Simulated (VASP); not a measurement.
Set up this calculation in VASP 6.6.1, as the native input.

| Quantity | Value |
| --- | --- |
| Task | single point |
| Functional | PBE |
| Potentials or basis | VASP PAW PBE potentials, release 64 (Ta_pv, Al) |
| Cutoff | 520 eV |
| k mesh | 4 × 4 × 4 |
| Occupations | gaussian, width 0.1 eV |
| Spin | no spin polarisation |
| Dipole correction | no |
| Further INCAR settings | ALGO = Normal; EDIFF = 1e-07; NBANDS = 20 |

The structure of TaAl4 lies in POSCAR:

```
TaAl4
1.0
    4.6788466524      0.0000000000      0.0000000000
    0.0000000000      4.6788466524      0.0000000000
    0.0000000000      0.0000000000      4.6788466524
Ta Al
1 4
Direct
    0.5000000000      0.5000000000      0.5000000000
    0.5000000000      0.0000000000      0.0000000000
    0.0000000000      0.5000000000      0.0000000000
    0.0000000000      0.0000000000      0.5000000000
    0.0000000000      0.0000000000      0.0000000000
```

These files were run (other wordings do the same):

INCAR

```
SYSTEM = TaAl4
PREC = Accurate ; ENCUT = 520
EDIFF = 1E-7 ; ISMEAR = 0
SIGMA = 0.1 ; LREAL = .FALSE.
LASPH = .TRUE. ; NELM = 80
ALGO = Normal ; ISIF = 2
LWAVE = .FALSE. ; LCHARG = .FALSE.
GGA = PE ; NBANDS = 20
```

KPOINTS

```
regular mesh
0
G
  4 4 4
  0 0 0
```

Potentials or basis: VASP PAW PBE potentials, release 64 (Ta_pv, Al).

Run with:

```bash
$ cat potpaw_PBE.64/Ta_pv/POTCAR potpaw_PBE.64/Al/POTCAR > POTCAR
$ mpirun -np 1 vasp_std > vasp.out
```

It gave:

* Pressure: 0.2 GPa

Run time: 24 s on 1 thread of Intel(R) Xeon(R) Platinum 8488C (Sapphire Rapids), on a shared host, peak memory 0.21 GiB.
